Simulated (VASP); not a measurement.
# MoSe2 (P6_3/mmc) in VASP: elastic constants with LDA

Aim: the elastic constants of MoSe2 with LDA.

All numbers are computed with VASP 6.6.1; they aren't measurements. Logs are shortened: lines on timing, memory, paths and dates and some standing lists are left out, and cuts for length are marked.

## (1) The cell of the first run

Symmetry: P6_3/mmc, No. 194, hexagonal system. The conventional cell has a = 3.248 Å, b = 3.248 Å, c = 12.740 Å, α = 90.00°, β = 90.00°, γ = 120.00°. Mo (site symmetry -6m2) has 6 Se at 2.50 Å and 6 Mo at 3.25 Å within 3.3 Å. Within 3.4 Å of Se (site symmetry 3m) lie 3 Mo at 2.50 Å and 7 Se at 3.25 to 3.31 Å.

## (2) Elastic constants, LDA

The input, INCAR:

```
SYSTEM = MoSe2
  ALGO = Normal
  EDIFF = 1E-8
  ENCUT = 500
  GGA = CA
  GGA_COMPAT = .False.
  IBRION = 6
  ISIF = 3
  ISMEAR = 0
  LASPH = .True.
  LCHARG = .True.
  LREAL = .False.
  LWAVE = .False.
  NBANDS = 35
  NELM = 120
  NFREE = 2
  NSW = 1
  POTIM = 0.015
  PREC = Accurate
  SIGMA = 0.01
```

The input, KPOINTS:

```
k-points
0
Gamma
  6 6 2
  0 0 0
```

The input, POSCAR:

```
MoSe2
1.0
    3.2484431262      0.0000000000      0.0000000000
   -1.6242215631      2.8132342700      0.0000000000
    0.0000000000      0.0000000000     12.7404402685
Mo Se
2 4
Direct
    0.3333333333      0.6666666667      0.2500000000
    0.6666666667      0.3333333333      0.7500000000
    0.3333333333      0.6666666667      0.6199098049
    0.6666666667      0.3333333333      0.1199098049
    0.3333333333      0.6666666667      0.8800901951
    0.6666666667      0.3333333333      0.3800901951
```

Potentials or basis: VASP PAW LDA potentials, release 64 (Mo_sv, Se).

Started as:

```console
> cat potpaw_LDA.64/Mo_sv/POTCAR potpaw_LDA.64/Se/POTCAR > POTCAR
> mpirun -np 1 vasp_std > vasp.out
```

OUTCAR:

```text
SYSTEM = MoSe2
   EDIFF = 1E-8
   ENCUT = 500
   GGA = CA
   IBRION = 6
   ISIF = 3
   ISMEAR = 0
   LASPH = .True.
   LREAL = .False.
   NELM = 120
   NFREE = 2
   NSW = 1
   POTIM = 0.015
   PREC = Accurate

 ion  position               nearest neighbor table
   1  0.333  0.667  0.250-   4 2.50   6 2.50   4 2.50   6 2.50   4 2.50   6 2.50
   2  0.667  0.333  0.750-   3 2.50   5 2.50   3 2.50   5 2.50   3 2.50   5 2.50
   3  0.333  0.667  0.620-   2 2.50   2 2.50   2 2.50
   4  0.667  0.333  0.120-   1 2.50   1 2.50   1 2.50
   5  0.333  0.667  0.880-   2 2.50   2 2.50   2 2.50
   6  0.667  0.333  0.380-   1 2.50   1 2.50   1 2.50

  LATTYP: Found a hexagonal cell.
 ALAT       =     3.2484431262
 C/A-ratio  =     3.9220142615

  Lattice vectors:

 A1 = (   3.2484431262,   0.0000000000,   0.0000000000)
 A2 = (  -1.6242215631,   2.8132342700,   0.0000000000)
 A3 = (   0.0000000000,   0.0000000000,  12.7404402685)

Analysis of symmetry for initial positions (statically):
=====================================================================
 Subroutine PRICEL returns:
 Original cell was already a primitive cell.

 Routine SETGRP: Setting up the symmetry group for a
 hexagonal supercell.

 Subroutine GETGRP returns: Found 24 space group operations
 (whereof 12 operations were pure point group operations)
 out of a pool of 24 trial point group operations.

The static configuration has the point symmetry D_3d.
 The point group associated with its full space group is D_6h.

Analysis of symmetry for dynamics (positions and initial velocities):
=====================================================================
 Subroutine PRICEL returns:
 Original cell was already a primitive cell.

 Routine SETGRP: Setting up the symmetry group for a
 hexagonal supercell.

 Subroutine GETGRP returns: Found 24 space group operations
 (whereof 12 operations were pure point group operations)
 out of a pool of 24 trial point group operations.

The dynamic configuration has the point symmetry D_3d.
 The point group associated with its full space group is D_6h.

 Subroutine INISYM returns: Found 24 space group operations
 (whereof 12 operations are pure point group operations),
 and found     1 'primitive' translations

----------------------------------------------------------------------------------------

                                     Primitive cell

  volume of cell :     116.4302

  direct lattice vectors                    reciprocal lattice vectors
     3.248443126  0.000000000  0.000000000     0.307839775  0.177731377  0.000000000
    -1.624221563  2.813234270  0.000000000     0.000000000  0.355462754  0.000000000
     0.000000000  0.000000000 12.740440269     0.000000000  0.000000000  0.078490223

  length of vectors
     3.248443126  3.248443126 12.740440269     0.355462754  0.355462754  0.078490223

  position of ions in fractional coordinates (direct lattice)
     0.333333333  0.666666667  0.250000000
     0.666666667  0.333333333  0.750000000
     0.333333333  0.666666667  0.619909805
     0.666666667  0.333333333  0.119909805
     0.333333333  0.666666667  0.880090195
     0.666666667  0.333333333  0.380090195

  ion indices of the primitive-cell ions
   primitive index   ion index
                 1           1
                 2           2
                 3           3
                 4           4
[... 96 lines left out ...]
 Gauss-broadening in eV      SIGMA  =   0.01
  energy-cutoff  :      500.00
  volume of cell :      116.43
 maximum number of plane-waves:      2988
 NGX is ok and might be reduce to    24
   NGX = 11   NGY = 11   NGZ = 47

--------------------------------------- Ionic step        1  -------------------------------------------

 number of electron      51.9999991 magnetization

 Free energy of the ion-electron system (eV)
  ---------------------------------------------------
  ext. energy  EPLUGINS =         0.00000000
  ---------------------------------------------------
  free energy    TOTEN  =       -45.26896157 eV

  energy without entropy =      -45.26896157  energy(sigma->0) =      -45.26896157

------------------------ aborting loop because EDIFF is reached ----------------------------------------

  FORCE on cell =-STRESS in cart. coord.  units (eV):
  Direction    XX          YY          ZZ          XY          YZ          ZX
  --------------------------------------------------------------------------------------
  -------------------------------------------------------------------------------------
  Total        0.3642428      0.3642428      0.4805131      0.0000000      0.0000000     -0.0000000
  in kB        5.0122878      5.0122878      6.6122641      0.0000000      0.0000000     -0.0000000
  external PRESSURE =       5.5456133 kB  Pullay stress =       0.0000000 kB
[... 101 lines left out ...]
  FREE ENERGIE OF THE ION-ELECTRON SYSTEM (eV)
  ---------------------------------------------------
  free  energy   TOTEN  =       -45.2432417907 eV

  energy  without entropy=      -45.2432417907  energy(sigma->0) =      -45.24324179

[... ionic steps 4 to 18 ...]

--------------------------------------- Ionic step       19  -------------------------------------------

 number of electron      51.9999992 magnetization

------------------------ aborting loop because EDIFF is reached ----------------------------------------
[... 75 lines left out ...]
--------------------------------------- Ionic step       21  -------------------------------------------

 number of electron      51.9999992 magnetization

 Free energy of the ion-electron system (eV)
  ---------------------------------------------------
  ext. energy  EPLUGINS =         0.00000000
  ---------------------------------------------------
  free energy    TOTEN  =       -45.26836239 eV

  energy without entropy =      -45.26836239  energy(sigma->0) =      -45.26836239

 E-fermi :   6.9866     XC(G=0): -11.1489

 val. band max:        6.9119444364   @ k =   0.0000   0.0000   0.0000
 cond. band min:       7.6595838734   @ k =   0.1667   0.1667   0.0000
 fundamental gap:      0.7476394370
 Fermi energy:         6.9865788425

 k-point     1 :       0.0000    0.0000    0.0000
  band No.  band energies     occupation
      1     -53.9135      2.00000
      2     -53.9073      2.00000
      3     -28.3104      2.00000
      4     -28.3020      2.00000
      5     -28.0662      2.00000
      6     -28.0662      2.00000
[... 554 lines left out ...]
  FREE ENERGIE OF THE ION-ELECTRON SYSTEM (eV)
  ---------------------------------------------------
  free  energy   TOTEN  =       -45.2683623934 eV

  energy  without entropy=      -45.2683623934  energy(sigma->0) =      -45.26836239

 INTERNAL STRAIN TENSORS FROM STRAINED CELLS
 ============================================

 INTERNAL STRAIN TENSOR FOR ION    1 for displacements in x,y,z  (eV/Angst):
          X           Y           Z          XY          YZ          ZX
  --------------------------------------------------------------------------------
  x    -0.00000     0.00000    -0.00000    -7.30379     0.00000    -0.00000
  y    -7.31152     7.31904    -0.00000    -0.00011    -0.00008     0.00002
  z     0.00000     0.00000     0.00000     0.00000    -0.00056     0.00000

 INTERNAL STRAIN TENSORS FROM DISPLACED ATOMS
 ============================================

 INTERNAL STRAIN TENSOR FOR ION    1 for displacements in x,y,z  (eV/Angst):
          X           Y           Z          XY          YZ          ZX
  --------------------------------------------------------------------------------
  x     0.00000     0.00000     0.00000    -7.29883     0.00000     0.00000
  y    -7.29883     7.29883    -0.00000     0.00000     0.00000     0.00000
  z     0.00000     0.00000     0.00000    -0.00000     0.00000    -0.00000

 INTERNAL STRAIN TENSOR FOR ION    6 for displacements in x,y,z  (eV/Angst):
          X           Y           Z          XY          YZ          ZX
  --------------------------------------------------------------------------------
  x    -0.00000    -0.00000     0.00000     3.74664     0.00000   -13.35766
  y     3.74664    -3.74664    -0.00000     0.00000   -13.35766     0.00000
  z   -10.17444   -10.17444   -27.36761     0.00000     0.00000     0.00000

 Eigenvectors and eigenvalues of the dynamical matrix
 ----------------------------------------------------

   1 f  =   10.747011 THz    67.525462 2PiTHz  358.481702 cm-1    44.446046 meV
             X         Y         Z           dx          dy          dz
     -0.000000  1.875490  3.185110     0.000000    0.000000   -0.557348
      1.624222  0.937745  9.555330    -0.000000   -0.000000    0.557348
     -0.000000  1.875490  7.897924     0.000000    0.000000   -0.307704
      1.624222  0.937745  1.527704    -0.000000   -0.000000    0.307704
     -0.000000  1.875490 11.212737     0.000000    0.000000   -0.307704
      1.624222  0.937745  4.842516    -0.000000   -0.000000    0.307704
[... 145 lines left out ...]
  18 f/i=    0.001122 THz     0.007048 2PiTHz    0.037416 cm-1     0.004639 meV
             X         Y         Z           dx          dy          dz
     -0.000000  1.875490  3.185110    -0.000000    0.000000   -0.434639
      1.624222  0.937745  9.555330    -0.000000    0.000000   -0.434639
     -0.000000  1.875490  7.897924    -0.000000    0.000000   -0.394391
      1.624222  0.937745  1.527704    -0.000000    0.000000   -0.394391
     -0.000000  1.875490 11.212737    -0.000000    0.000000   -0.394391
      1.624222  0.937745  4.842516    -0.000000    0.000000   -0.394391

--------------------------------------------------------------------------------------------------------

 ELASTIC MODULI CONTR FROM IONIC RELAXATION (kBar)
 Direction    XX          YY          ZZ          XY          YZ          ZX
 --------------------------------------------------------------------------------
 XX        -401.8755   -235.9685   -857.8494     -0.0000      0.0000     -0.0000
 YY        -235.9685   -401.8755   -857.8494      0.0000     -0.0000     -0.0000
 ZZ        -857.8494   -857.8494  -2307.4780      0.0000     -0.0000     -0.0000
 XY          -0.0000      0.0000      0.0000    -82.9535      0.0000      0.0000
 YZ          -0.0000     -0.0000     -0.0000      0.0000  -1146.9062      0.0000
 ZX          -0.0000     -0.0000     -0.0000      0.0000      0.0000  -1146.9061
 --------------------------------------------------------------------------------

 TOTAL ELASTIC MODULI (kBar)
 Direction    XX          YY          ZZ          XY          YZ          ZX
 --------------------------------------------------------------------------------
 XX        1973.9101    458.8116    136.8880     -0.0000      0.0000     -0.0000
 YY         458.8116   1973.9101    136.8880      0.0000     -0.0000     -0.0000
 ZZ         136.8880    136.8880    539.6708      0.0000     -0.0000     -0.0000
 XY          -0.0000      0.0000      0.0000    757.5492      0.0000      0.0000
 YZ          -0.0000     -0.0000     -0.0000      0.0000    205.8204      0.0000
 ZX          -0.0000     -0.0000     -0.0000      0.0000      0.0000    205.8205
 --------------------------------------------------------------------------------
```

Wall time 32 min (1 thread of Oxide Virtual Turin-like, shared host); peak memory 0.34 GiB.

What came out:

```yaml
Voigt_bulk_modulus: 66 GPa
Highest_phonon_frequency_at_Γ_LO-TO_splitting_left_out: 358 cm⁻¹
```

Phonon frequencies in cm⁻¹ (negative: imaginary):
```csv
q point,frequencies
"(0.000, 0.000, 0.000)",0 0 0 29 29 45 170 170 172 172 245 248 290 290 290 290 355 358
```

Elastic tensor in Voigt notation (GPa, in the Cartesian axes of the cell as first typed):
```
197  46  14   0   0   0
 46 197  14   0   0   0
 14  14  54   0   0   0
  0   0   0  21   0   0
  0   0   0   0  21   0
  0   0   0   0   0  76
```

Clamped-ion elastic tensor (GPa):
```
238  69  99   0   0   0
 69 238  99   0   0   0
 99  99 285   0   0   0
  0   0   0 135   0   0
  0   0   0   0 135   0
  0   0   0   0   0  84
```

Caveat: the k points lie up to 0.37 Å⁻¹ apart.
